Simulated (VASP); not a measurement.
Crystal: CaZr.

```xyz
8
Lattice="5.5710 0.0000 0.0000 0.0000 5.5710 0.0000 0.0000 0.0000 5.5710" Properties=species:S:1:pos:R:3 pbc="T T T"
Ca    4.7019    4.7019    4.7019
Ca    3.6546    0.8691    1.9164
Ca    1.9164    3.6546    0.8691
Ca    0.8691    1.9164    3.6546
Zr    0.8357    0.8357    0.8357
Zr    1.9499    4.7354    3.6212
Zr    3.6212    1.9499    4.7354
Zr    4.7354    3.6212    1.9499
```

* Program: VASP 6.6.1
* Task: relaxation of cell and atoms
* Functional: PBE
* Potentials or basis: VASP PAW PBE potentials, release 64 (Ca_sv, Zr_sv)
* Cutoff: 600 eV
* k mesh: 4 × 4 × 4
* Occupations: gaussian, width 0.1 eV
* Spin: no spin polarisation

At the start: pressure 18.8 GPa; volume 21.61 Å³/atom.

**Question.** Where does the relaxation end?

**Answer.** Over 6 steps the energy falls by 348.3 meV/atom and the volume is 28.86 Å³/atom (+33.5 %); space group P2_13 (No. 198, to 0.1 Å) before and after.

The path:
```
step  energy change (eV)  largest force (eV/Å)  pressure (GPa)  volume (Å³)
   1              0.0000                0.2728           18.75       172.90
   2             -2.6609                0.1554           -2.10       244.24
   3             -2.7677                0.1665            0.11       229.79
   4             -2.7679                0.1653           -0.11       231.04
   5             -2.7752                0.1304           -0.10       231.00
   6             -2.7862                0.0204           -0.09       230.89
```

Final structure:
```cif
data_structure
_symmetry_space_group_name_H-M 'P 1'
_symmetry_Int_Tables_number 1
_cell_length_a 6.1348
_cell_length_b 6.1348
_cell_length_c 6.1348
_cell_angle_alpha 90.000
_cell_angle_beta 90.000
_cell_angle_gamma 90.000
_cell_volume 230.89
loop_
_atom_site_label
_atom_site_type_symbol
_atom_site_fract_x
_atom_site_fract_y
_atom_site_fract_z
_atom_site_occupancy
Ca1 Ca 0.84764 0.84764 0.84764 1
Ca2 Ca 0.65236 0.15236 0.34764 1
Ca3 Ca 0.34764 0.65236 0.15236 1
Ca4 Ca 0.15236 0.34764 0.65236 1
Zr1 Zr 0.14660 0.14660 0.14660 1
Zr2 Zr 0.35340 0.85340 0.64660 1
Zr3 Zr 0.64660 0.35340 0.85340 1
Zr4 Zr 0.85340 0.64660 0.35340 1
```

Caveat: the volume moved by over 15 % at a fixed basis, so the end points are rough.
